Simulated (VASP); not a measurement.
# TaN (Amm2) in VASP: further runs

The runs below take TaN through single point, with PBEsol.

All numbers are computed with VASP 6.6.1; they aren't measurements. Logs are shortened: lines on timing, memory, paths and dates and some standing lists are left out, and cuts for length are marked.

## Step 1: The cell of the first run

It takes space group Amm2 (No. 38, orthorhombic). The conventional cell has a = 2.896 Å, b = 8.970 Å, c = 5.179 Å, α = 90.00°, β = 90.00°, γ = 90.00°. Within 3.1 Å of Ta (site symmetry m) lie 6 N at 2.14 to 2.17 Å and 5 Ta at 2.90 to 3.03 Å. Within 2.6 Å of Ta (site symmetry mm2) lie 3 N at 1.99 to 2.07 Å. Within 2.6 Å of N (site symmetry mm2) lie 5 Ta at 1.99 to 2.15 Å. Within 2.9 Å of N (site symmetry m) lie 5 Ta at 2.07 to 2.17 Å and 6 N at 2.71 to 2.90 Å.

## Step 2: Single point, PBEsol (atoms displaced along a vibrational mode)

File INCAR:

```
PREC     = Accurate       # precision mode
ENCUT    = 520            # plane-wave cutoff, eV
EDIFF    = 1E-6           # SCF threshold, eV
ISMEAR   = 0              # smearing method
SIGMA    = 0.15           # smearing width, eV
LREAL    = False          # projectors in reciprocal space
LASPH    = True           # aspherical terms in the spheres
NELM     = 100            # most SCF steps
ALGO     = Normal         # electronic algorithm
ISIF     = 2              # what is computed and relaxed
LWAVE    = False          # write WAVECAR
LCHARG   = False          # write CHGCAR
GGA      = PS             # functional
NBANDS   = 33             # bands
LUSENCCL = False
```

File KPOINTS:

```
Automatic mesh
0
Gamma
  12 12 16
```

File POSCAR:

```
TaN
1.0
    5.1789208695      0.0000000000      0.0000000000
   -2.5894604347      4.4850770372      0.0000000000
    0.0000000000      0.0000000000      2.8959972730
Ta N
3 3
Direct
    0.3224679816      0.6625722302      0.5000000000
    0.6598957514      0.3374277698      0.5000000000
    0.0173781377      0.0000000000      0.0000000000
    0.4007358276      0.0000000000      0.0000000000
    0.6077405970      0.6128824070      0.0000000000
   -0.0051418100      0.3871175930      0.0000000000
```

Potentials or basis: VASP PAW PBE potentials, release 64 (Ta_pv, N).

On the command line:

```sh
> cat potpaw_PBE.64/Ta_pv/POTCAR potpaw_PBE.64/N/POTCAR > POTCAR
> mpirun -np 1 vasp_std > vasp.out
```

OUTCAR:

```text
PREC = Accurate
   ENCUT = 520
   EDIFF = 1E-6
   ISMEAR = 0
   LREAL = False
   LASPH = True
   NELM = 100
   ISIF = 2
   GGA = PS

 ion  position               nearest neighbor table
   1  0.322  0.663  0.500-   6 2.14   6 2.14   4 2.15   4 2.15   5 2.17   5 2.17   2 2.97   2 2.97
                             2 3.03   3 3.23   3 3.23   3 3.31   3 3.31   3 3.44   3 3.44
   2  0.660  0.337  0.500-   5 2.14   5 2.14   4 2.15   4 2.15   6 2.17   6 2.17   1 2.97   1 2.97
                             1 3.03   3 3.23   3 3.23   3 3.31   3 3.31   3 3.44   3 3.44
   3  0.017  0.000  0.000-   4 1.99   6 2.07   5 2.07   1 3.23   1 3.23   2 3.23   2 3.23   1 3.31
                             1 3.31   2 3.31   2 3.31   2 3.44   2 3.44   1 3.44   1 3.44
   4  0.401  0.000  0.000-   3 1.99   1 2.15   1 2.15   2 2.15   2 2.15
   5  0.608  0.613  0.000-   3 2.07   2 2.14   2 2.14   1 2.17   1 2.17
   6  0.995  0.387  0.000-   3 2.07   1 2.14   1 2.14   2 2.17   2 2.17

  LATTYP: Found a hexagonal cell.
 ALAT       =     5.1789208695
 C/A-ratio  =     0.5591893265

  Lattice vectors:

 A1 = (   5.1789208695,   0.0000000000,   0.0000000000)
 A2 = (  -2.5894604347,   4.4850770372,   0.0000000000)
 A3 = (   0.0000000000,   0.0000000000,   2.8959972730)

Analysis of symmetry for initial positions (statically):
=====================================================================
 Subroutine PRICEL returns:
 Original cell was already a primitive cell.

 Routine SETGRP: Setting up the symmetry group for a
 hexagonal supercell.

 Subroutine GETGRP returns: Found  4 space group operations
 (whereof  4 operations were pure point group operations)
 out of a pool of 24 trial point group operations.

The static configuration has the point symmetry C_2v.

Analysis of symmetry for dynamics (positions and initial velocities):
=====================================================================
 Subroutine PRICEL returns:
 Original cell was already a primitive cell.

 Routine SETGRP: Setting up the symmetry group for a
 hexagonal supercell.

 Subroutine GETGRP returns: Found  4 space group operations
 (whereof  4 operations were pure point group operations)
 out of a pool of 24 trial point group operations.

The dynamic configuration has the point symmetry C_2v.

 Subroutine INISYM returns: Found  4 space group operations
 (whereof  4 operations are pure point group operations),
 and found     1 'primitive' translations

----------------------------------------------------------------------------------------

                                     Primitive cell

  volume of cell :      67.2678

  direct lattice vectors                    reciprocal lattice vectors
     5.178920869  0.000000000  0.000000000     0.193090419  0.111480805 -0.000000000
    -2.589460435  4.485077037  0.000000000     0.000000000  0.222961611  0.000000000
     0.000000000  0.000000000  2.895997273     0.000000000 -0.000000000  0.345304193

  length of vectors
     5.178920869  5.178920869  2.895997273     0.222961611  0.222961611  0.345304193

  position of ions in fractional coordinates (direct lattice)
     0.322467982  0.662572230  0.500000000
     0.659895751  0.337427770  0.500000000
     0.017378138  0.000000000  0.000000000
     0.400735828  0.000000000  0.000000000
     0.607740597  0.612882407  0.000000000
     0.994858190  0.387117593  0.000000000

  ion indices of the primitive-cell ions
   primitive index   ion index
                 1           1
                 2           2
                 3           3
                 4           4
                 5           5
                 6           6

----------------------------------------------------------------------------------------

 KPOINTS: Automatic mesh

Automatic generation of k-mesh.
 Grid dimensions read from file:
 generate k-points for:   12   12   16

 Generating k-lattice:

  Cartesian coordinates                     Fractional coordinates (reciprocal lattice)
     0.016090868  0.009290067 -0.000000000     0.083333333  0.000000000  0.000000000
     0.000000000  0.018580134  0.000000000     0.000000000  0.083333333  0.000000000
     0.000000000 -0.000000000  0.021581512     0.000000000  0.000000000  0.062500000

  Length of vectors
     0.018580134  0.018580134  0.021581512

  Shift w.r.t. Gamma in fractional coordinates (k-lattice)
     0.000000000  0.000000000  0.000000000

 Subroutine IBZKPT returns following result:
 ===========================================

 Found    387 irreducible k-points:

 Following reciprocal coordinates:
            Coordinates               Weight
  0.000000  0.000000  0.000000      1.000000
  0.083333  0.000000  0.000000      4.000000
  0.000000  0.083333  0.000000      2.000000
  0.166667  0.000000  0.000000      4.000000
  0.000000  0.166667  0.000000      2.000000
  0.250000  0.000000  0.000000      4.000000
[... 16 lines left out ...]
 -0.083333  0.416667  0.000000      4.000000
 -0.416667  0.333333  0.000000      4.000000
 [... further k-points ...]
   k-points           NKPTS =    387   k-points in BZ     NKDIM =    387   number of bands    NBANDS=     33
   number of dos      NEDOS =    301   number of ions     NIONS =      6
   total plane-waves  NPLWV =  38400
   dimension x,y,z NGX =    40 NGY =   40 NGZ =   24
   dimension x,y,z NGXF=    80 NGYF=   80 NGZF=   48
   ions per type =               3   3
   NGX,Y,Z   is equivalent  to a cutoff of  12.84, 12.84, 13.78 a.u.
   NGXF,Y,Z  is equivalent  to a cutoff of  25.68, 25.68, 27.55 a.u.
 SYSTEM =  unknown system
   PREC   = accura    normal or accurate (medium, high low for compatibility)
   ISTART =      0    job   : 0-new  1-cont  2-samecut
   ICHARG =      2    charge: 1-file 2-atom 10-const
   ISPIN  =      1    spin polarized calculation?
   LNONCOLLINEAR =      F non collinear calculations
   LSORBIT =      F    spin-orbit coupling
   LASPH  =      T    aspherical Exc in radial PAW
   ENCUT  =  520.0 eV  38.22 Ry    6.18 a.u.   9.63  9.63  5.38*2*pi/ulx,y,z
   NELM   =    100;   NELMIN=  2; NELMDL= -5     # of ELM steps
   EDIFF  = 0.1E-05   stopping-criterion for ELM
   LREAL  =      F    real-space projection
   EDIFFG = 0.1E-04   stopping-criterion for IOM
   NSW    =      0    number of steps for IOM
   IBRION =     -1    ionic relax: 0-MD 1-quasi-New 2-CG
   NFREE  =      0    steps in history (QN), initial steepest desc. (CG)
   ISIF   =      2    stress and relaxation
   ISYM   =      2    0-nonsym 1-usesym 2-fastsym
   POTIM  = 0.5000    time-step for ionic-motion
   TEBEG  =    0.0;   TEEND  =   0.0 temperature during run
   PSTRESS=    0.0 pullay stress
   NELECT =      48.0000    total number of electrons
   NUPDOWN=      -1.0000    fix difference up-down
   EMIN   =  10.00;   EMAX   =-10.00  energy-range for DOS
   EFERMI =   0.00;   METHOD = LEGACY
   ISMEAR =     0;   SIGMA  =   0.15  broadening in eV -4-tet -1-fermi 0-gaus
   EFERMI_NEDOS =   21; number of points for ismear=-14 and -15
   IALGO  =     38    algorithm
   IMIX   =      4    mixing-type and parameters
     AMIX     =   0.40;   BMIX     =  1.00
     AMIX_MAG =   1.60;   BMIX_MAG =  1.00
  volume/ion in A,a.u.               =      11.21        75.66
  Fermi-wavevector in a.u.,A,eV,Ry     =   1.462916  2.764511 29.118154  2.140124
  Thomas-Fermi vector in A             =   2.579073
   LORBIT       =      0    0 simple, 1 ext, 2 COOP (PROOUT), +10 PAW based schemes
   GGA     = PS    functional components
   LHFCALC =     F    Hartree Fock is set to
   AEXX    =    0.0000 exact exchange contribution
   IVDW    =     0    specifies the selected vdW correction
   LEPSILON=     F    determine dielectric tensor
   LRPA    =     F    only Hartree local field effects (RPA)
 non-spin polarized calculation
 Gauss-broadening in eV      SIGMA  =   0.15
  energy-cutoff  :      520.00
  volume of cell :       67.27
 maximum number of plane-waves:      1840
   NGX = 19   NGY = 19   NGZ = 11

 number of electron      47.9999997 magnetization

 Free energy of the ion-electron system (eV)
  ---------------------------------------------------
  ext. energy  EPLUGINS =         0.00000000
  ---------------------------------------------------
  free energy    TOTEN  =       -71.30424658 eV

  energy without entropy =      -71.29818058  energy(sigma->0) =      -71.30121358

 E-fermi :   8.3296     XC(G=0): -13.2221

 val. band max:        8.3240840529   @ k =  -0.0833   0.2500   0.5000
 cond. band min:       8.3366885283   @ k =   0.1667   0.0833   0.3750
 fundamental gap:      0.0126044754
 Fermi energy:         8.3295743134

 k-point     1 :       0.0000    0.0000    0.0000
  band No.  band energies     occupation
      1     -27.8930      2.00000
      2     -27.8683      2.00000
      3     -27.5448      2.00000
      4     -27.4830      2.00000
      5     -27.3225      2.00000
      6     -27.2091      2.00000
[... 25 lines left out ...]
     32      11.5468      0.00000
     33      11.5632      0.00000

 k-point     2 :       0.0833    0.0000    0.0000
  band No.  band energies     occupation
      1     -27.8979      2.00000
      2     -27.8690      2.00000
      3     -27.5353      2.00000
      4     -27.4764      2.00000
      5     -27.3206      2.00000
      6     -27.2108      2.00000
[... 25 lines left out ...]
     32      11.5245      0.00000
     33      11.6148      0.00000

 k-point     3 :       0.0000    0.0833    0.0000
  band No.  band energies     occupation
      1     -27.8945      2.00000
      2     -27.8722      2.00000
      3     -27.5381      2.00000
      4     -27.4744      2.00000
      5     -27.3207      2.00000
      6     -27.2107      2.00000
[... 25 lines left out ...]
     32      11.5371      0.00000
     33      11.6025      0.00000

 k-point     4 :       0.1667    0.0000    0.0000
  band No.  band energies     occupation
      1     -27.9122      2.00000
      2     -27.8655      2.00000
      3     -27.5121      2.00000
      4     -27.4623      2.00000
      5     -27.3153      2.00000
      6     -27.2157      2.00000
[... 25 lines left out ...]
     32      11.6859      0.00000
     33      11.7664      0.00000

 k-point     5 :       0.0000    0.1667    0.0000
  band No.  band energies     occupation
      1     -27.9024      2.00000
      2     -27.8747      2.00000
      3     -27.5241      2.00000
      4     -27.4525      2.00000
      5     -27.3155      2.00000
      6     -27.2154      2.00000
[... 604 lines left out ...]
 k-point    22 :       0.3333    0.0833    0.0000
  band No.  band energies     occupation
      1     -27.9517      2.00000
      2     -27.8027      2.00000
      3     -27.5379      2.00000
      4     -27.4140      2.00000
      5     -27.2906      2.00000
      6     -27.2388      2.00000
[... 25 lines left out ...]
     32      12.2689      0.00000
     33      12.3631      0.00000

 k-point    23 :      -0.0833    0.4167    0.0000
  band No.  band energies     occupation
      1     -27.9403      2.00000
      2     -27.8149      2.00000
      3     -27.5632      2.00000
      4     -27.3834      2.00000
      5     -27.2921      2.00000
      6     -27.2372      2.00000
[... 25 lines left out ...]
     32      12.0547      0.00000
     33      12.2467      0.00000

 k-point    24 :      -0.4167    0.3333    0.0000
  band No.  band energies     occupation
      1     -27.9526      2.00000
      2     -27.8043      2.00000
      3     -27.5255      2.00000
      4     -27.4233      2.00000
      5     -27.2902      2.00000
      6     -27.2393      2.00000
[... 25 lines left out ...]
     32      12.0765      0.00000
     33      12.3317      0.00000

 [... further k-points ...]
[... 5 lines left out ...]
  --------------------------------------------------------------------------------------
  -------------------------------------------------------------------------------------
  Total        1.5871152     -0.0924918      0.4724009     -0.0000000      0.0000000      0.0000000
  in kB       37.8017325     -2.2029584     11.2515920     -0.0000000      0.0000000      0.0000000
  external PRESSURE =      15.6167887 kB  Pullay stress =       0.0000000 kB

 VOLUME and BASIS-vectors are now :
 -----------------------------------------------------------------------------
  energy-cutoff  :      520.00
  volume of cell :       67.27
      direct lattice vectors                 reciprocal lattice vectors
     5.178920869  0.000000000  0.000000000     0.193090419  0.111480805 -0.000000000
    -2.589460435  4.485077037  0.000000000     0.000000000  0.222961611  0.000000000
     0.000000000  0.000000000  2.895997273     0.000000000 -0.000000000  0.345304193

 POSITION                                       TOTAL-FORCE (eV/Angst)
 -----------------------------------------------------------------------------------
     -0.04567      2.97169      1.44800         1.024701      0.330942      0.000000
      2.54379      1.51339      1.44800         1.024701     -0.330942      0.000000
      0.09000      0.00000      0.00000        -2.122558      0.000000      0.000000
      2.07538      0.00000      0.00000         0.073081      0.000000      0.000000
      1.56041      2.74882      0.00000         0.000037     -0.066458      0.000000
      4.14987      1.73625      0.00000         0.000037      0.066458      0.000000
 -----------------------------------------------------------------------------------
    total drift:                               -0.000003      0.000001     -0.000000

  FREE ENERGIE OF THE ION-ELECTRON SYSTEM (eV)
  ---------------------------------------------------
  free  energy   TOTEN  =       -71.3042465809 eV

  energy  without entropy=      -71.2981805809  energy(sigma->0) =      -71.30121358
```

Run time: 5.2 min. Hardware: 1 × NVIDIA H100 80GB with 1 thread of AMD EPYC 7R13 (Zen 3), shared host; peak memory 1.8 GiB.

Results:

```
Free energy            : -71.3042 eV
Pressure               : 1.6 GPa
Largest force          : 2.123 eV/Å
Band gap on the k mesh : zero (bands 24 and 25 overlap by 2.84 eV)
```

Forces in eV/Å, atoms in the order of the input:
```
Ta   1.025  0.331  0.000
Ta   1.025 -0.331  0.000
Ta  -2.123  0.000  0.000
N    0.073  0.000  0.000
N    0.000 -0.066  0.000
N    0.000  0.066  0.000
```

Stress tensor (GPa, compression positive):
```
 3.78  0.00  0.00
 0.00 -0.22  0.00
 0.00  0.00  1.13
```

Levels at points of the mesh, in eV from the Fermi level:
| k point | band 22 | band 23 | band 24 | band 25 | band 26 | band 27 |
| --- | --- | --- | --- | --- | --- | --- |
| (0.00, 0.00, 0.00) | -3.34 | -1.98 | -1.16 | -0.76 | 0.35 | 0.73 |
| (0.50, 0.00, 0.00) | -3.78 | -2.85 | -2.70 | 1.13 | 1.71 | 1.78 |
| (0.00, 0.50, 0.00) | -3.90 | -2.94 | -2.66 | 1.28 | 1.80 | 1.84 |
| (0.00, 0.00, 0.50) | -2.97 | -2.96 | 1.58 | 1.82 | 2.06 | 2.18 |
| (0.50, 0.00, 0.50) | -3.46 | -2.12 | -0.77 | 0.47 | 1.02 | 3.15 |
| (0.00, 0.50, 0.50) | -3.15 | -1.87 | -1.40 | 0.48 | 1.90 | 3.35 |

Caveat: the cell differs from its parent crystal (atoms displaced along a vibrational mode); the PAW data sets were made with another functional, which shifts forces and pressure a little; spin-orbit coupling is left out, which moves the levels of the heavy elements.

(Part 1 of 2 ends here.)
